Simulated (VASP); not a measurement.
**Ta2H3: single point with PBE**

The system is Ta2H3.

```
Ta H
1.0
     5.76250    0.00000    0.00000
     0.00000    5.76250    0.00000
     0.00000    0.00000    2.85713
Ta H
4 6
Direct
  0.28624 0.78624 0.00000
  0.21376 0.28624 0.00000
  0.71376 0.21376 0.00000
  0.78624 0.71376 0.00000
  0.00000 0.00000 0.00000
  0.50000 0.50000 0.00000
  0.11893 0.61893 0.50000
  0.38107 0.11893 0.50000
  0.88107 0.38107 0.50000
  0.61893 0.88107 0.50000
```

```
Program                : VASP 6.6.1
Task                   : single point
Functional             : PBE
Potentials or basis    : VASP PAW PBE potentials, release 64 (Ta_pv, H)
Cutoff                 : 520 eV
k mesh                 : 8 × 8 × 14
Occupations            : gaussian, width 0.1 eV
Spin                   : no spin polarisation
Dipole correction      : no
Further INCAR settings : ALGO = Normal; EDIFF = 1e-07; NBANDS = 36
```

```json
{
 "Pressure": "0.1 GPa",
 "Largest force": "0.004 eV/Å",
 "Band gap on the k mesh": "zero (bands 25 and 26 overlap by 1.35 eV)"
}
```

Forces in eV/Å, atoms in the order of the input:
```
Ta   0.003  0.003  0.000
Ta  -0.003  0.003  0.000
Ta  -0.003 -0.003  0.000
Ta   0.003 -0.003  0.000
H    0.000  0.000  0.000
H    0.000  0.000  0.000
H   -0.003 -0.003  0.000
H    0.003 -0.003  0.000
H    0.003  0.003  0.000
H   -0.003  0.003  0.000
```

Levels at points of the mesh, in eV from the Fermi level:
| k point | band 21 | band 22 | band 23 | band 24 | band 25 | band 26 | band 27 | band 28 | band 29 | band 30 |
| --- | --- | --- | --- | --- | --- | --- | --- | --- | --- | --- |
| (0.00, 0.00, 0.00) | -2.56 | -2.34 | -2.34 | -1.31 | -1.31 | 0.88 | 1.40 | 1.87 | 1.87 | 2.45 |
| (0.50, 0.00, 0.00) | -2.61 | -2.61 | -1.27 | -1.27 | 0.52 | 0.52 | 1.37 | 1.37 | 2.43 | 2.43 |
| (0.50, 0.50, 0.00) | -2.31 | -2.31 | -0.76 | -0.76 | 0.00 | 0.00 | 2.13 | 2.13 | 2.19 | 2.19 |
| (0.00, 0.00, 0.50) | -2.40 | -2.40 | -1.56 | 0.12 | 0.12 | 0.29 | 1.31 | 1.31 | 1.63 | 1.81 |
| (0.50, 0.00, 0.50) | -2.70 | -2.70 | -0.72 | -0.72 | 0.64 | 0.64 | 0.74 | 0.74 | 1.09 | 1.09 |
| (0.50, 0.50, 0.50) | -1.95 | -1.95 | -1.32 | -1.32 | -0.71 | -0.71 | 0.65 | 0.65 | 1.20 | 1.20 |

It took 3.9 min on 1 thread of AMD EPYC 9R45 96-Core Processor (Zen 5), with other jobs on the host, peak memory 0.41 GiB.

Caveat: spin-orbit coupling is left out, which moves the levels of the heavy elements.
